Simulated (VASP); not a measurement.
# MoS2 (I4_1/amd) in VASP: a series of runs

Aim: see how the results for MoS2 move with the level of theory and the settings. Levels: PBE, r2SCAN. Tasks: single point.

Program: VASP 6.6.1. These are calculated values, not measurements. Logs are shortened: lines on timing, memory, paths and dates and some standing lists are left out, and cuts for length are marked.

### 1 The cell of the first run

It takes space group I4_1/amd (No. 141, tetragonal). Conventional cell: a = 4.775 Å, b = 4.775 Å, c = 10.367 Å, α = 90.00°, β = 90.00°, γ = 90.00°. Within 3.2 Å of Mo (site symmetry -4m2) lie 6 S at 2.39 to 2.42 Å. S (site symmetry 2mm) has 3 Mo at 2.39 to 2.42 Å and 10 S at 3.28 to 3.52 Å within 3.6 Å.

### 2 Single point, PBE

The input, INCAR:

```
PREC     = Accurate       # precision mode
ENCUT    = 520            # plane-wave cutoff, eV
EDIFF    = 1E-6           # SCF threshold, eV
ISMEAR   = -1             # smearing method
SIGMA    = 0.02           # smearing width, eV
LREAL    = False          # projectors in reciprocal space
LASPH    = True           # aspherical terms in the spheres
NELM     = 80             # most SCF steps
ALGO     = Normal         # electronic algorithm
ISIF     = 2              # what is computed and relaxed
LWAVE    = False          # write WAVECAR
LCHARG   = False          # write CHGCAR
GGA      = PE             # functional
NBANDS   = 35             # bands
```

The input, KPOINTS:

```
Automatic mesh
0
Gamma
  6 6 6
```

The input, POSCAR:

```
MoS2
1.0
   -2.3873172742      2.3873172742      5.1835064156
    2.3873172742     -2.3873172742      5.1835064156
    2.3873172742      2.3873172742     -5.1835064156
Mo S
2 4
Direct
    0.7500000000      0.2500000000      0.5000000000
    0.0000000000      0.0000000000      0.0000000000
    0.5167707280      0.0167707280      0.5000000000
    0.7667707280      0.7667707280      0.0000000000
    0.2332292720      0.2332292720      0.0000000000
    0.9832292720      0.4832292720      0.5000000000
```

Potentials or basis: VASP PAW PBE potentials, release 64 (Mo_sv, S).

On the command line:

```bash
> cat potpaw_PBE.64/Mo_sv/POTCAR potpaw_PBE.64/S/POTCAR > POTCAR
> mpirun -np 1 vasp_std > vasp.out
```

OUTCAR:

```text
PREC = Accurate
   ENCUT = 520
   EDIFF = 1E-6
   ISMEAR = -1
   LREAL = False
   LASPH = True
   NELM = 80
   ISIF = 2
   GGA = PE

 ion  position               nearest neighbor table
   1  0.750  0.250  0.500-   4 2.39   5 2.39   4 2.39   5 2.39   3 2.42   6 2.42
   2  0.000  0.000  0.000-   3 2.39   6 2.39   3 2.39   6 2.39   5 2.42   4 2.42
   3  0.517  0.017  0.500-   2 2.39   2 2.39   1 2.42
   4  0.767  0.767  0.000-   1 2.39   1 2.39   2 2.42
   5  0.233  0.233  0.000-   1 2.39   1 2.39   2 2.42
   6  0.983  0.483  0.500-   2 2.39   2 2.39   1 2.42

  LATTYP: Found a body centered tetragonal cell.
 ALAT       =     4.7746345484
 C/A-ratio  =     2.1712683402

  Lattice vectors:

 A1 = (  -2.3873172742,   2.3873172742,   5.1835064156)
 A2 = (   2.3873172742,  -2.3873172742,   5.1835064156)
 A3 = (   2.3873172742,   2.3873172742,  -5.1835064156)

Analysis of symmetry for initial positions (statically):
=====================================================================
 Subroutine PRICEL returns:
 Original cell was already a primitive cell.

 Routine SETGRP: Setting up the symmetry group for a
 body centered tetragonal supercell.

 Subroutine GETGRP returns: Found 16 space group operations
 (whereof  8 operations were pure point group operations)
 out of a pool of 16 trial point group operations.

The static configuration has the point symmetry D_2d.
 The point group associated with its full space group is D_4h.

Analysis of symmetry for dynamics (positions and initial velocities):
=====================================================================
 Subroutine PRICEL returns:
 Original cell was already a primitive cell.

 Routine SETGRP: Setting up the symmetry group for a
 body centered tetragonal supercell.

 Subroutine GETGRP returns: Found 16 space group operations
 (whereof  8 operations were pure point group operations)
 out of a pool of 16 trial point group operations.

The dynamic configuration has the point symmetry D_2d.
 The point group associated with its full space group is D_4h.

 Subroutine INISYM returns: Found 16 space group operations
 (whereof  8 operations are pure point group operations),
 and found     1 'primitive' translations

----------------------------------------------------------------------------------------

                                     Primitive cell

  volume of cell :     118.1691

  direct lattice vectors                    reciprocal lattice vectors
    -2.387317274  2.387317274  5.183506416     0.000000000  0.209440113  0.096459802
     2.387317274 -2.387317274  5.183506416     0.209440113  0.000000000  0.096459802
[... 100 lines left out ...]
   ISYM   =      2    0-nonsym 1-usesym 2-fastsym
   POTIM  = 0.5000    time-step for ionic-motion
   TEBEG  =    0.0;   TEEND  =   0.0 temperature during run
   PSTRESS=    0.0 pullay stress
   NELECT =      52.0000    total number of electrons
   NUPDOWN=      -1.0000    fix difference up-down
   EMIN   =  10.00;   EMAX   =-10.00  energy-range for DOS
   EFERMI =   0.00;   METHOD = LEGACY
   ISMEAR =    -1;   SIGMA  =   0.02  broadening in eV -4-tet -1-fermi 0-gaus
   EFERMI_NEDOS =   21; number of points for ismear=-14 and -15
   IALGO  =     38    algorithm
   IMIX   =      4    mixing-type and parameters
     AMIX     =   0.40;   BMIX     =  1.00
     AMIX_MAG =   1.60;   BMIX_MAG =  1.00
  volume/ion in A,a.u.               =      19.69       132.91
  Fermi-wavevector in a.u.,A,eV,Ry     =   1.245206  2.353099 21.096360  1.550539
  Thomas-Fermi vector in A             =   2.379439
   LORBIT       =      0    0 simple, 1 ext, 2 COOP (PROOUT), +10 PAW based schemes
   GGA     = PE    functional components
   LHFCALC =     F    Hartree Fock is set to
   AEXX    =    0.0000 exact exchange contribution
   IVDW    =     0    specifies the selected vdW correction
   LEPSILON=     F    determine dielectric tensor
   LRPA    =     F    only Hartree local field effects (RPA)
 non-spin polarized calculation
  energy-cutoff  :      520.00
  volume of cell :      118.17
 maximum number of plane-waves:      3206
 NGX is ok and might be reduce to    48
   NGX = 23   NGY = 23   NGZ = 23

 number of electron      52.0000000 magnetization

 Free energy of the ion-electron system (eV)
  ---------------------------------------------------
  ext. energy  EPLUGINS =         0.00000000
  ---------------------------------------------------
  free energy    TOTEN  =       -40.12411153 eV

  energy without entropy =      -40.11610092  energy(sigma->0) =      -40.12010622

 E-fermi :   6.3670     XC(G=0): -10.2816

 val. band max:        6.3600282449   @ k =   0.3333   0.3333   0.0000
 cond. band min:       6.3799698753   @ k =   0.1667   0.1667   0.0000
 fundamental gap:      0.0199416304
 Fermi energy:         6.3669595219

 k-point     1 :       0.0000    0.0000    0.0000
  band No.  band energies     occupation
      1     -55.3190      2.00000
      2     -55.3089      2.00000
      3     -29.4599      2.00000
      4     -29.4466      2.00000
      5     -29.4466      2.00000
      6     -29.4161      2.00000
[... 901 lines left out ...]
     34       9.1036      0.00000
     35      12.6703      0.00000

 [... further k-points ...]

------------------------ aborting loop because EDIFF is reached ----------------------------------------

  FORCE on cell =-STRESS in cart. coord.  units (eV):
  Direction    XX          YY          ZZ          XY          YZ          ZX
  --------------------------------------------------------------------------------------
  -------------------------------------------------------------------------------------
  Total       -0.0211040     -0.0211040     -0.0430299      0.0000000      0.0000000      0.0000000
  in kB       -0.2861355     -0.2861355     -0.5834136      0.0000000      0.0000000      0.0000000
  external PRESSURE =      -0.3852282 kB  Pullay stress =       0.0000000 kB

 VOLUME and BASIS-vectors are now :
 -----------------------------------------------------------------------------
  energy-cutoff  :      520.00
  volume of cell :      118.17
      direct lattice vectors                 reciprocal lattice vectors
    -2.387317274  2.387317274  5.183506416     0.000000000  0.209440113  0.096459802
     2.387317274 -2.387317274  5.183506416     0.209440113  0.000000000  0.096459802
     2.387317274  2.387317274 -5.183506416     0.209440113  0.209440113  0.000000000

 POSITION                                       TOTAL-FORCE (eV/Angst)
 -----------------------------------------------------------------------------------
      0.00000      2.38732      2.59175        -0.000000     -0.000000      0.000000
      0.00000      0.00000      0.00000        -0.000000     -0.000000     -0.000000
      0.00000      2.38732      0.17386         0.000000     -0.000000     -0.007588
      0.00000      0.00000      7.94912        -0.000000      0.000000     -0.007588
      0.00000      0.00000      2.41789        -0.000000      0.000000      0.007588
      0.00000      2.38732      5.00964         0.000000     -0.000000      0.007588
 -----------------------------------------------------------------------------------
    total drift:                                0.000000     -0.000000      0.000000

  FREE ENERGIE OF THE ION-ELECTRON SYSTEM (eV)
  ---------------------------------------------------
  free  energy   TOTEN  =       -40.1241115261 eV

  energy  without entropy=      -40.1161009223  energy(sigma->0) =      -40.12010622
```

OSZICAR:

```text
N       E                     dE             d eps       ncg     rms          rms(c)
DAV:   1     0.414135241504E+03    0.41414E+03   -0.27531E+04  2340   0.139E+03
DAV:   2    -0.199080900416E+02   -0.43404E+03   -0.42049E+03  2545   0.358E+02
DAV:   3    -0.434651794602E+02   -0.23557E+02   -0.22981E+02  2615   0.728E+01
DAV:   4    -0.439647744431E+02   -0.49959E+00   -0.49356E+00  2449   0.107E+01
DAV:   5    -0.439747638616E+02   -0.99894E-02   -0.99864E-02  2532   0.155E+00    0.298E+01
DAV:   6    -0.414655706536E+02    0.25092E+01   -0.21707E+01  2273   0.255E+01    0.118E+01
DAV:   7    -0.403950441302E+02    0.10705E+01   -0.89363E+00  2260   0.159E+01    0.918E+00
DAV:   8    -0.401214557601E+02    0.27359E+00   -0.90213E-01  2254   0.566E+00    0.192E+00
DAV:   9    -0.401260279747E+02   -0.45722E-02   -0.53724E-02  2449   0.103E+00    0.668E-01
DAV:  10    -0.401257807873E+02    0.24719E-03   -0.26645E-02  2286   0.100E+00    0.402E-01
DAV:  11    -0.401241044820E+02    0.16763E-02   -0.67318E-03  2262   0.513E-01    0.947E-02
DAV:  12    -0.401240875621E+02    0.16920E-04   -0.40210E-04  2255   0.112E-01    0.384E-02
DAV:  13    -0.401241113255E+02   -0.23763E-04   -0.89550E-05  2470   0.504E-02    0.178E-02
DAV:  14    -0.401241115261E+02   -0.20058E-06   -0.60500E-06  2159   0.122E-02
   1 F= -.40124112E+02 E0= -.40120106E+02  d E =-.801060E-02
```

It took 3.2 min on 1 thread of Intel Xeon Platinum 8259CL at 2.50GHz (Skylake/Cascade Lake), shared host; peak memory 0.36 GiB.

Results:

- Free energy: -40.1241 eV
- Pressure: 0.0 GPa
- Largest force: 0.008 eV/Å
- Band gap on the k mesh: zero (bands 26 and 27 overlap by 1.04 eV)

Forces in eV/Å, atoms in the order of the input:
```
Mo   0.000  0.000  0.000
Mo   0.000  0.000  0.000
S    0.000  0.000 -0.008
S    0.000  0.000 -0.008
S    0.000  0.000  0.008
S    0.000  0.000  0.008
```

### 3 Single point, r2SCAN

This run uses another cell than the first one, of 17.61 Å³/atom.

The input, POSCAR:

```
MoS2
1.0
   -2.3835104753      2.3835104753      4.6483353457
    2.3835104753     -2.3835104753      4.6483353457
    2.3835104753      2.3835104753     -4.6483353457
Mo S
2 4
Direct
    0.7500000000      0.2500000000      0.5000000000
    0.0000000000      0.0000000000      0.0000000000
    0.4876157418     -0.0123842582      0.5000000000
    0.7376157418      0.7376157418      0.0000000000
    0.2623842582      0.2623842582      0.0000000000
    1.0123842582      0.5123842582      0.5000000000
```

The input, INCAR.step1:

```
PREC = Accurate
ENCUT = 520
ISMEAR = -1
SIGMA = 0.02
LREAL = False
LASPH = True
NELM = 80
NBANDS = 35
GGA = PE
ALGO = Normal
EDIFF = 1E-4
LWAVE = True
LCHARG = False
```

The input, INCAR.step2:

```
PREC = Accurate
ENCUT = 520
EDIFF = 1E-6
ISMEAR = -1
SIGMA = 0.02
LREAL = False
LASPH = True
NELM = 80
ALGO = Normal
ISIF = 2
LWAVE = False
LCHARG = False
METAGGA = R2SCAN
LMIXTAU = True
NBANDS = 35
ISTART = 1
```

The input, KPOINTS:

```
regular mesh
0
Gamma
  8 8 8
```

Potentials or basis: VASP PAW PBE potentials, release 64 (Mo_sv, S).

On the command line:

```bash
> cat potpaw_PBE.64/Mo_sv/POTCAR potpaw_PBE.64/S/POTCAR > POTCAR
> cp INCAR.step1 INCAR
> mpirun -np 1 vasp_std > vasp.out
> cp INCAR.step2 INCAR
> mpirun -np 1 vasp_std > vasp.out
```

Wall time 18 min (1 thread of Intel Xeon Platinum 8259CL at 2.50GHz (Skylake/Cascade Lake), shared host); peak memory 0.45 GiB.

The run converged. Its results:

| Property | Result |
| --- | --- |
| Free energy | -86.6542 eV |
| Pressure | 0.1 GPa |
| Largest force | 0.008 eV/Å |
| Band gap on the k mesh | zero (bands 26 and 27 overlap by 2.10 eV) |

Forces in eV/Å, atoms in the order of the input:
```
Mo   0.000  0.000  0.000
Mo   0.000  0.000  0.000
S    0.000  0.000 -0.008
S    0.000  0.000 -0.008
S    0.000  0.000  0.008
S    0.000  0.000  0.008
```

Levels at points of the mesh, in eV from the Fermi level:
```
           k point  band 23  band 24  band 25  band 26  band 27  band 28  band 29  band 30
(0.00, 0.00, 0.00)    -1.20    -1.20    -0.98    -0.74    -0.69    -0.69    -0.14     0.15
(0.50, 0.00, 0.00)    -1.60    -1.51    -1.33    -0.06     0.24     0.33     0.91     1.32
(0.50, 0.50, 0.00)    -1.16    -1.16     0.28     0.28     1.23     1.23     1.36     1.36
(0.50, 0.50, 0.50)    -2.00    -2.00    -1.81    -1.81    -1.44    -1.44    -0.08    -0.08
```

Caveat: the PAW data sets were made with another functional, which shifts forces and pressure a little.

### 4 Single point, r2SCAN

This run uses another cell than the first one, of 17.61 Å³/atom.

POSCAR is that of step 3.

The input, INCAR.step1:

```
SYSTEM = MoS2
PREC     = Accurate       ! precision mode
ENCUT    = 520            ! plane-wave cutoff, eV
ISMEAR   = -1             ! smearing method
SIGMA    = 0.02           ! smearing width, eV
LREAL    = .FALSE.        ! projectors in reciprocal space
LASPH    = .TRUE.         ! aspherical terms in the spheres
NELM     = 100            ! most SCF steps
NBANDS   = 35             ! bands
GGA      = PE             ! functional
ALGO     = Normal         ! electronic algorithm
EDIFF    = 1E-4           ! SCF threshold, eV
LWAVE    = .TRUE.         ! write WAVECAR
LCHARG   = .FALSE.        ! write CHGCAR
```

The input, INCAR.step2:

```
SYSTEM = MoS2
PREC     = Accurate       ! precision mode
ENCUT    = 520            ! plane-wave cutoff, eV
EDIFF    = 1E-6           ! SCF threshold, eV
ISMEAR   = -1             ! smearing method
SIGMA    = 0.02           ! smearing width, eV
LREAL    = .FALSE.        ! projectors in reciprocal space
LASPH    = .TRUE.         ! aspherical terms in the spheres
NELM     = 100            ! most SCF steps
ALGO     = Normal         ! electronic algorithm
ISIF     = 2              ! what is computed and relaxed
LWAVE    = .FALSE.        ! write WAVECAR
LCHARG   = .FALSE.        ! write CHGCAR
METAGGA  = R2SCAN         ! meta-GGA
LMIXTAU  = .TRUE.       
NBANDS   = 35             ! bands
ISTART   = 1
```

The input, KPOINTS:

```
regular mesh
0
G
  8 8 8
  0 0 0
```

On the command line:

```bash
> cat potpaw_PBE.64/Mo_sv/POTCAR potpaw_PBE.64/S/POTCAR > POTCAR
> cp INCAR.step1 INCAR
> mpirun -np 1 vasp_std > vasp.out
> cp INCAR.step2 INCAR
> mpirun -np 1 vasp_std > vasp.out
```

It took 17 min on 1 thread of Intel Xeon Platinum 8259CL at 2.50GHz (Skylake/Cascade Lake), shared host; peak memory 0.45 GiB.

It converged, with:

```yaml
Free_energy: -86.6542 eV
Pressure: 0.1 GPa
Largest_force: 0.008 eV/Å
Band_gap_on_the_k_mesh: zero (bands 26 and 27 overlap by 2.10 eV)
```

Forces in eV/Å, atoms in the order of the input:
```
Mo   0.000  0.000  0.000
Mo   0.000  0.000  0.000
S    0.000  0.000 -0.008
S    0.000  0.000 -0.008
S    0.000  0.000  0.008
S    0.000  0.000  0.008
```

Levels at points of the mesh, in eV from the Fermi level:
| k point | band 22 | band 23 | band 24 | band 25 | band 26 | band 27 | band 28 | band 29 | band 30 | band 31 |
| --- | --- | --- | --- | --- | --- | --- | --- | --- | --- | --- |
| (0.00, 0.00, 0.00) | -2.53 | -1.20 | -1.20 | -0.98 | -0.74 | -0.69 | -0.69 | -0.14 | 0.15 | 0.60 |
| (0.50, 0.00, 0.00) | -3.21 | -1.60 | -1.51 | -1.33 | -0.06 | 0.24 | 0.33 | 0.91 | 1.32 | 1.46 |
| (0.50, 0.50, 0.00) | -3.78 | -1.16 | -1.16 | 0.28 | 0.28 | 1.23 | 1.23 | 1.36 | 1.36 | 4.17 |
| (0.50, 0.50, 0.50) | -2.59 | -2.00 | -2.00 | -1.81 | -1.81 | -1.44 | -1.44 | -0.08 | -0.08 | 1.41 |

Caveat: the PAW data sets were made with another functional, which shifts forces and pressure a little.
